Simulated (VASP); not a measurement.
Here is a VASP 6.6.1 calculation.

INCAR

```
ALGO = Normal
DIPOL = 0.5 0.5 0.306
EDIFF = 1E-7
ENCUT = 520
GGA = PE
IDIPOL = 3
ISIF = 2
ISMEAR = 0
LASPH = True
LCHARG = True
LDIPOL = True
LELF = True
LREAL = False
LVACPOTAV = True
LVHAR = True
LWAVE = False
NBANDS = 84
NELM = 80
PREC = Accurate
SIGMA = 0.1
```

KPOINTS

```
k-points
0
Gamma
  5 5 1
```

Contents of POSCAR:

```
Ti
1.0
    5.8150893847      0.0000000000      0.0000000000
    0.0000000000      5.8150893847      0.0000000000
    0.0000000000      0.0000000000     19.3059825436
Ti
12
Direct
    0.2500000000      0.2500000000      0.2071896621
    0.2500000000      0.7500000000      0.2071896621
    0.7500000000      0.2500000000      0.2071896621
    0.7500000000      0.7500000000      0.2071896621
    0.0000000000      0.0000000000      0.3057583574
    0.0000000000      0.5000000000      0.3057583574
    0.5000000000      0.0000000000      0.3057583574
    0.5000000000      0.5000000000      0.3057583574
    0.2500000000      0.2500000000      0.4043297214
    0.2500000000      0.7500000000      0.4043297214
    0.7500000000      0.2500000000      0.4043297214
    0.7500000000      0.7500000000      0.4043297214
```

Potentials or basis: VASP PAW PBE potentials, release 64 (Ti_sv).

Run with:

```console
$ cat potpaw_PBE.64/Ti_sv/POTCAR > POTCAR
$ mpirun -np 1 vasp_std > vasp.out
```

Estimate the largest force.

0.020 eV/Å.

What does it give for the band gap on the k mesh?

Zero (bands 72 and 73 overlap by 0.26 eV).

Forces on the atoms (eV/Å):
```
Ti   0.000  0.000  0.020
Ti   0.000  0.000  0.020
Ti   0.000  0.000  0.020
Ti   0.000  0.000  0.020
Ti   0.000  0.000  0.000
Ti   0.000  0.000  0.000
Ti   0.000  0.000  0.000
Ti   0.000  0.000  0.000
Ti   0.000  0.000 -0.020
Ti   0.000  0.000 -0.020
Ti   0.000  0.000 -0.020
Ti   0.000  0.000 -0.020
```
